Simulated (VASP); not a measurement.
# Ir (P6_3/mmc) in VASP: single point with PBEsol

Aim: the single point of Ir with PBEsol.

Everything below comes from runs of VASP 6.6.1. Logs are shortened: lines on timing, memory, paths and dates and some standing lists are left out, and cuts for length are marked.

## Step 1: The cell of the first run

Symmetry: P6_3/mmc, No. 194, hexagonal system. The conventional cell has a = 2.721 Å, b = 2.721 Å, c = 4.407 Å, α = 90.00°, β = 90.00°, γ = 120.00°. Within 3.6 Å of Ir (site symmetry -6m2) lie 12 Ir at 2.71 to 2.72 Å.

This isn't the form of Ir at room conditions, which is fcc.

## Step 2: Single point, PBEsol

Input file INCAR:

```
  PREC = Accurate
  ENCUT = 560
  EDIFF = 1E-6
  ISMEAR = -1
  SIGMA = 0.1
  LREAL = F
  LASPH = T
  NELM = 120
  ALGO = Normal
  ISIF = 2
  LWAVE = F
  LCHARG = T
  GGA = PS
  LELF = T
  LVHAR = T
  NBANDS = 24
  GGA_COMPAT = F
```

Input file KPOINTS:

```
regular mesh
0
Gamma
  14 14 8
```

Input file POSCAR:

```
Ir
1.0
    2.7206304878      0.0000000029      0.0000000000
   -1.3603152464      2.3561351153      0.0000000000
    0.0000000000      0.0000000000      4.4072559644
Ir
2
Direct
    0.6666666667      0.3333333333      0.7500000000
    0.3333333333      0.6666666667      0.2500000000
```

Potentials or basis: VASP PAW PBE potentials, release 64 (Ir_sv_GW).

Command:

```sh
$ cat potpaw_PBE.64/Ir_sv_GW/POTCAR > POTCAR
$ mpirun -np 1 vasp_std > vasp.out
```

OUTCAR:

```text
PREC = Accurate
   ENCUT = 560
   EDIFF = 1E-6
   ISMEAR = -1
   LREAL = F
   LASPH = T
   NELM = 120
   ISIF = 2
   GGA = PS

 ion  position               nearest neighbor table
   1  0.667  0.333  0.750-   2 2.71   2 2.71   2 2.71   2 2.71   2 2.71   2 2.71
   2  0.333  0.667  0.250-   1 2.71   1 2.71   1 2.71   1 2.71   1 2.71   1 2.71

  LATTYP: Found a hexagonal cell.
 ALAT       =     2.7206304878
 C/A-ratio  =     1.6199391958

  Lattice vectors:

 A1 = (   2.7206304878,   0.0000000029,   0.0000000000)
 A2 = (  -1.3603152464,   2.3561351153,   0.0000000000)
 A3 = (   0.0000000000,   0.0000000000,   4.4072559644)

Analysis of symmetry for initial positions (statically):
=====================================================================
 Subroutine PRICEL returns:
 Original cell was already a primitive cell.

 Routine SETGRP: Setting up the symmetry group for a
 hexagonal supercell.

 Subroutine GETGRP returns: Found 24 space group operations
 (whereof 12 operations were pure point group operations)
 out of a pool of 24 trial point group operations.

The static configuration has the point symmetry D_3d.
 The point group associated with its full space group is D_6h.

Analysis of symmetry for dynamics (positions and initial velocities):
=====================================================================
 Subroutine PRICEL returns:
 Original cell was already a primitive cell.

 Routine SETGRP: Setting up the symmetry group for a
 hexagonal supercell.

 Subroutine GETGRP returns: Found 24 space group operations
 (whereof 12 operations were pure point group operations)
 out of a pool of 24 trial point group operations.

The dynamic configuration has the point symmetry D_3d.
 The point group associated with its full space group is D_6h.

 Subroutine INISYM returns: Found 24 space group operations
 (whereof 12 operations are pure point group operations),
 and found     1 'primitive' translations

----------------------------------------------------------------------------------------

                                     Primitive cell

  volume of cell :      28.2513

  direct lattice vectors                    reciprocal lattice vectors
     2.720630488  0.000000003  0.000000000     0.367561859  0.212211939  0.000000000
    -1.360315246  2.356135115  0.000000000    -0.000000000  0.424423877  0.000000000
     0.000000000  0.000000000  4.407255964     0.000000000  0.000000000  0.226898553

  length of vectors
     2.720630488  2.720630488  4.407255964     0.424423877  0.424423877  0.226898553

  position of ions in fractional coordinates (direct lattice)
     0.666666667  0.333333333  0.750000000
     0.333333333  0.666666667  0.250000000

  ion indices of the primitive-cell ions
   primitive index   ion index
                 1           1
                 2           2

----------------------------------------------------------------------------------------

 KPOINTS: regular mesh

Automatic generation of k-mesh.
 Grid dimensions read from file:
 generate k-points for:   14   14    8

 Generating k-lattice:

  Cartesian coordinates                     Fractional coordinates (reciprocal lattice)
     0.026254418  0.015157996  0.000000000     0.071428571  0.000000000  0.000000000
    -0.000000000  0.030315991  0.000000000    -0.000000000  0.071428571  0.000000000
     0.000000000  0.000000000  0.028362319     0.000000000  0.000000000  0.125000000

  Length of vectors
     0.030315991  0.030315991  0.028362319

  Shift w.r.t. Gamma in fractional coordinates (k-lattice)
     0.000000000  0.000000000  0.000000000

 Subroutine IBZKPT returns following result:
 ===========================================

 Found    120 irreducible k-points:

 Following reciprocal coordinates:
            Coordinates               Weight
  0.000000  0.000000  0.000000      1.000000
  0.071429  0.000000  0.000000      6.000000
  0.142857  0.000000  0.000000      6.000000
  0.214286  0.000000  0.000000      6.000000
  0.285714  0.000000  0.000000      6.000000
  0.357143  0.000000  0.000000      6.000000
[... 16 lines left out ...]
  0.285714  0.285714  0.000000      6.000000
  0.357143  0.285714  0.000000      6.000000
 [... further k-points ...]
   k-points           NKPTS =    120   k-points in BZ     NKDIM =    120   number of bands    NBANDS=     24
   number of dos      NEDOS =    301   number of ions     NIONS =      2
   total plane-waves  NPLWV =  20736
   dimension x,y,z NGX =    24 NGY =   24 NGZ =   36
   dimension x,y,z NGXF=    48 NGYF=   48 NGZF=   72
   ions per type =               2
   NGX,Y,Z   is equivalent  to a cutoff of  14.67, 14.67, 13.58 a.u.
   NGXF,Y,Z  is equivalent  to a cutoff of  29.33, 29.33, 27.16 a.u.
 SYSTEM =  unknown system
   PREC   = accura    normal or accurate (medium, high low for compatibility)
   ISTART =      0    job   : 0-new  1-cont  2-samecut
   ICHARG =      2    charge: 1-file 2-atom 10-const
   ISPIN  =      1    spin polarized calculation?
   LNONCOLLINEAR =      F non collinear calculations
   LSORBIT =      F    spin-orbit coupling
   LASPH  =      T    aspherical Exc in radial PAW
   ENCUT  =  560.0 eV  41.16 Ry    6.42 a.u.   5.25  5.25  8.50*2*pi/ulx,y,z
   NELM   =    120;   NELMIN=  2; NELMDL= -5     # of ELM steps
   EDIFF  = 0.1E-05   stopping-criterion for ELM
   LREAL  =      F    real-space projection
   EDIFFG = 0.1E-04   stopping-criterion for IOM
   NSW    =      0    number of steps for IOM
   IBRION =     -1    ionic relax: 0-MD 1-quasi-New 2-CG
   NFREE  =      0    steps in history (QN), initial steepest desc. (CG)
   ISIF   =      2    stress and relaxation
   ISYM   =      2    0-nonsym 1-usesym 2-fastsym
   POTIM  = 0.5000    time-step for ionic-motion
   TEBEG  =    0.0;   TEEND  =   0.0 temperature during run
   PSTRESS=    0.0 pullay stress
   NELECT =      34.0000    total number of electrons
   NUPDOWN=      -1.0000    fix difference up-down
   EMIN   =  10.00;   EMAX   =-10.00  energy-range for DOS
   EFERMI =   0.00;   METHOD = LEGACY
   ISMEAR =    -1;   SIGMA  =   0.10  broadening in eV -4-tet -1-fermi 0-gaus
   EFERMI_NEDOS =   21; number of points for ismear=-14 and -15
   IALGO  =     38    algorithm
   IMIX   =      4    mixing-type and parameters
     AMIX     =   0.40;   BMIX     =  1.00
     AMIX_MAG =   1.60;   BMIX_MAG =  1.00
  volume/ion in A,a.u.               =      14.13        95.32
  Fermi-wavevector in a.u.,A,eV,Ry     =   1.741360  3.290692 41.257398  3.032333
  Thomas-Fermi vector in A             =   2.813832
   LORBIT       =      0    0 simple, 1 ext, 2 COOP (PROOUT), +10 PAW based schemes
   GGA     = PS    functional components
   LHFCALC =     F    Hartree Fock is set to
   AEXX    =    0.0000 exact exchange contribution
   IVDW    =     0    specifies the selected vdW correction
   LEPSILON=     F    determine dielectric tensor
   LRPA    =     F    only Hartree local field effects (RPA)
 non-spin polarized calculation
  energy-cutoff  :      560.00
  volume of cell :       28.25
 maximum number of plane-waves:       864
 NGX is ok and might be reduce to    24
   NGX = 11   NGY = 11   NGZ = 17

 number of electron      34.0000000 magnetization

 Free energy of the ion-electron system (eV)
  ---------------------------------------------------
  ext. energy  EPLUGINS =         0.00000000
  ---------------------------------------------------
  free energy    TOTEN  =       -20.67630468 eV

  energy without entropy =      -20.59811849  energy(sigma->0) =      -20.63721158

 E-fermi :  12.8809     XC(G=0): -14.7144

 val. band max:       12.8738667854   @ k =   0.3571   0.0000   0.0000
 cond. band min:      12.8853752820   @ k =   0.3571   0.0714   0.2500
 fundamental gap:      0.0115084966
 Fermi energy:        12.8808542824

 k-point     1 :       0.0000    0.0000    0.0000
  band No.  band energies     occupation
      1     -80.2417      2.00000
      2     -80.1740      2.00000
      3     -37.4411      2.00000
      4     -36.7390      2.00000
      5     -36.7390      2.00000
      6     -36.6316      2.00000
[... 16 lines left out ...]
     23      28.5337      0.00000
     24      29.6493      0.00000

 k-point     2 :       0.0714    0.0000    0.0000
  band No.  band energies     occupation
      1     -80.2390      2.00000
      2     -80.1726      2.00000
      3     -37.4283      2.00000
      4     -36.7684      2.00000
      5     -36.7484      2.00000
      6     -36.6522      2.00000
[... 16 lines left out ...]
     23      28.7976      0.00000
     24      29.9885      0.00000

 k-point     3 :       0.1429    0.0000    0.0000
  band No.  band energies     occupation
      1     -80.2312      2.00000
      2     -80.1691      2.00000
      3     -37.3916      2.00000
      4     -36.8506      2.00000
      5     -36.7748      2.00000
      6     -36.7370      2.00000
[... 16 lines left out ...]
     23      29.3847      0.00000
     24      30.4983      0.00000

 k-point     4 :       0.2143    0.0000    0.0000
  band No.  band energies     occupation
      1     -80.2191      2.00000
      2     -80.1640      2.00000
      3     -37.3347      2.00000
      4     -36.9690      2.00000
      5     -36.8566      2.00000
      6     -36.8116      2.00000
[... 16 lines left out ...]
     23      28.8967      0.00000
     24      29.6339      0.00000

 k-point     5 :       0.2857    0.0000    0.0000
  band No.  band energies     occupation
      1     -80.2054      2.00000
      2     -80.1591      2.00000
      3     -37.2638      2.00000
      4     -37.1001      2.00000
      5     -36.9862      2.00000
      6     -36.8517      2.00000
[... 16 lines left out ...]
     23      27.7226      0.00000
     24      27.7303      0.00000

 k-point     6 :       0.3571    0.0000    0.0000
  band No.  band energies     occupation
      1     -80.1919      2.00000
      2     -80.1560      2.00000
      3     -37.2186      2.00000
      4     -37.1883      2.00000
      5     -37.1003      2.00000
      6     -36.8867      2.00000
[... 16 lines left out ...]
     23      25.9735      0.00000
     24      26.7997      0.00000
[... 379 lines left out ...]
 k-point    21 :       0.2857    0.2143    0.0000
  band No.  band energies     occupation
      1     -80.1773      2.00000
      2     -80.1546      2.00000
      3     -37.2166      2.00000
      4     -37.1472      2.00000
      5     -37.0963      2.00000
      6     -36.9763      2.00000
[... 16 lines left out ...]
     23      23.8845      0.00000
     24      27.7494      0.00000

 k-point    22 :       0.3571    0.2143    0.0000
  band No.  band energies     occupation
      1     -80.1697      2.00000
      2     -80.1556      2.00000
      3     -37.2538      2.00000
      4     -37.1396      2.00000
      5     -37.0405      2.00000
      6     -37.0293      2.00000
[... 16 lines left out ...]
     23      25.0749      0.00000
     24      26.3677      0.00000

 k-point    23 :       0.2857    0.2857    0.0000
  band No.  band energies     occupation
      1     -80.1684      2.00000
      2     -80.1556      2.00000
      3     -37.2207      2.00000
      4     -37.1380      2.00000
      5     -37.0364      2.00000
      6     -37.0300      2.00000
[... 16 lines left out ...]
     23      25.4863      0.00000
     24      27.1939      0.00000

 k-point    24 :       0.3571    0.2857    0.0000
  band No.  band energies     occupation
      1     -80.1637      2.00000
      2     -80.1584      2.00000
      3     -37.2208      2.00000
      4     -37.1004      2.00000
      5     -37.0891      2.00000
      6     -36.9871      2.00000
[... 16 lines left out ...]
     23      26.3023      0.00000
     24      26.4893      0.00000

 [... further k-points ...]
[... 5 lines left out ...]
  --------------------------------------------------------------------------------------
  -------------------------------------------------------------------------------------
  Total       -0.3115412     -0.3115412     -0.3132101     -0.0000000     -0.0000000     -0.0000000
  in kB      -17.6680282    -17.6680282    -17.7626748     -0.0000000     -0.0000000     -0.0000000
  external PRESSURE =     -17.6995771 kB  Pullay stress =       0.0000000 kB

 VOLUME and BASIS-vectors are now :
 -----------------------------------------------------------------------------
  energy-cutoff  :      560.00
  volume of cell :       28.25
      direct lattice vectors                 reciprocal lattice vectors
     2.720630488  0.000000003  0.000000000     0.367561859  0.212211939  0.000000000
    -1.360315246  2.356135115  0.000000000    -0.000000000  0.424423877  0.000000000
     0.000000000  0.000000000  4.407255964     0.000000000  0.000000000  0.226898553

 POSITION                                       TOTAL-FORCE (eV/Angst)
 -----------------------------------------------------------------------------------
      1.36032      0.78538      3.30544         0.000000      0.000000      0.000000
     -0.00000      1.57076      1.10181        -0.000000     -0.000000      0.000000
 -----------------------------------------------------------------------------------
    total drift:                               -0.000000      0.000000     -0.000000

  FREE ENERGIE OF THE ION-ELECTRON SYSTEM (eV)
  ---------------------------------------------------
  free  energy   TOTEN  =       -20.6763046799 eV

  energy  without entropy=      -20.5981184901  energy(sigma->0) =      -20.63721158
```

It took 68 s on 1 thread of Intel Xeon Platinum 8488C (Sapphire Rapids), shared host; peak memory 0.21 GiB.

Results:

| Property | Result |
| --- | --- |
| Free energy | -20.6763 eV |
| Pressure | -1.8 GPa |
| Band gap on the k mesh | zero (bands 17 and 18 overlap by 3.39 eV) |

Caveat: the PAW data sets were made with another functional, which shifts forces and pressure a little; spin-orbit coupling is left out, which moves the levels of the heavy elements.
